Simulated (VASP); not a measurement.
Write the native input for VASP 6.6.1 that does the following.

```yaml
Task: single point
Functional: PBE
Potentials_or_basis: VASP PAW PBE potentials, release 64 (Tl_d)
Cutoff: 520 eV
k_mesh: 10 × 10 × 10
Occupations: fermi-dirac, width 0.05 eV
Spin: no spin polarisation
Dipole_correction: no
Further_INCAR_settings: ALGO = Normal; EDIFF = 1e-06; NBANDS = 12
```

The structure of Tl lies in POSCAR:

```
Tl
1.0
   -1.9559951735      1.9559951735      1.9559951735
    1.9559951735     -1.9559951735      1.9559951735
    1.9559951735      1.9559951735     -1.9559951735
Tl
1
Direct
    0.0000000000      0.0000000000      0.0000000000
```

One way to write it, as run:

INCAR

```
ALGO     = Normal         # electronic algorithm
EDIFF    = 1E-6           # SCF threshold, eV
ENCUT    = 520            # plane-wave cutoff, eV
GGA      = PE             # functional
ISIF     = 2              # what is computed and relaxed
ISMEAR   = -1             # smearing method
LASPH    = T              # aspherical terms in the spheres
LCHARG   = F              # write CHGCAR
LREAL    = F              # projectors in reciprocal space
LWAVE    = F              # write WAVECAR
NBANDS   = 12             # bands
NELM     = 80             # most SCF steps
PREC     = Accurate       # precision mode
SIGMA    = 0.05           # smearing width, eV
```

KPOINTS

```
k-points
0
Gamma
  10 10 10
```

Potentials or basis: VASP PAW PBE potentials, release 64 (Tl_d).

Command:

```console
$ cat potpaw_PBE.64/Tl_d/POTCAR > POTCAR
$ mpirun -np 1 vasp_std > vasp.out
```

Results of the run:

| Property | Result |
| --- | --- |
| Pressure | 1.3 GPa |

Wall time 10 s on 1 thread of Intel(R) Xeon(R) Platinum 8375C CPU @ 2.90GHz (Ice Lake) (shared host), peak memory 0.16 GiB.
